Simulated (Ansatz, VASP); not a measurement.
One calculation of Ag, two programs

INCAR

```
SYSTEM = Ag
PREC     = Accurate       ! precision mode
ENCUT    = 600            ! plane-wave cutoff, eV
EDIFF    = 1E-6           ! SCF threshold, eV
ISMEAR   = 0              ! smearing method
SIGMA    = 0.1            ! smearing width, eV
LREAL    = .FALSE.        ! projectors in reciprocal space
LASPH    = .TRUE.         ! aspherical terms in the spheres
NELM     = 100            ! most SCF steps
ALGO     = Normal         ! electronic algorithm
ISIF     = 3              ! what is computed and relaxed
LWAVE    = .FALSE.        ! write WAVECAR
LCHARG   = .FALSE.        ! write CHGCAR
GGA      = PE             ! functional
IBRION   = 2              ! ionic algorithm
NSW      = 100            ! ionic steps
EDIFFG   = -0.01          ! ionic threshold
```

File KPOINTS:

```
regular mesh
0
G
  22 22 22
  0 0 0
```

The input POSCAR:

```
Ag
1.0
    0.0000000000      2.0782296293      2.0782296293
    2.0782296293      0.0000000000      2.0782296293
    2.0782296293      2.0782296293      0.0000000000
Ag
1
Direct
    0.5000000000      0.5000000000      0.5000000000
```

Input for Ansatz:

```yaml
crystal:
  lattice:
    - [0.0, 2.0782296293, 2.0782296293]
    - [2.0782296293, 0.0, 2.0782296293]
    - [2.0782296293, 2.0782296293, 0.0]
  atoms:
    - { symbol: Ag, position: [0.5, 0.5, 0.5] }
basis:
  ecutwfc: 420
kpoints:
  mp_grid: { grid: [22, 22, 22] }
hamiltonian:
  xc: pbe
scf:
  occupations: { method: gaussian, width: 0.1 }
output:
  forces: true
  stress: true
  eigenvalues: true
relax:
  adjacent_minimum: "off"
  f_tol: 0.01
  max_steps: 80
  cell: { stress_tol: 0.05 }
```

Alike in both runs: task relaxation of cell and atoms; functional PBE; k mesh 22 × 22 × 22; occupations gaussian, width 0.1 eV; no spin polarisation.

```csv
,VASP,Ansatz
version,VASP 6.6.1,Ansatz 0.2.0
potentials or method,"VASP PAW PBE potentials, release 64 (Ag), cutoff 600 eV","scalar-relativistic, plane waves, PAW"
valence electrons in the cell,11,19
```

|  | VASP | Ansatz | Ansatz less VASP |
| --- | --- | --- | --- |
| gap on the k mesh at the Fermi level, each at its own relaxed structure (eV) | none | none | - |
| relaxed volume (Å³/atom) | 17.81 | 17.84 | +0.028 |
| relaxed length of the cell vector where the two differ most in proportion (Å) | 2.931 | 2.933 | +0.0016 |

A gap of «none» marks a metal or a gap that the smearing closes. VASP's potentials hold 11 valence electrons a cell and Ansatz's 19, so a difference there can come from the potentials and not from the codes.
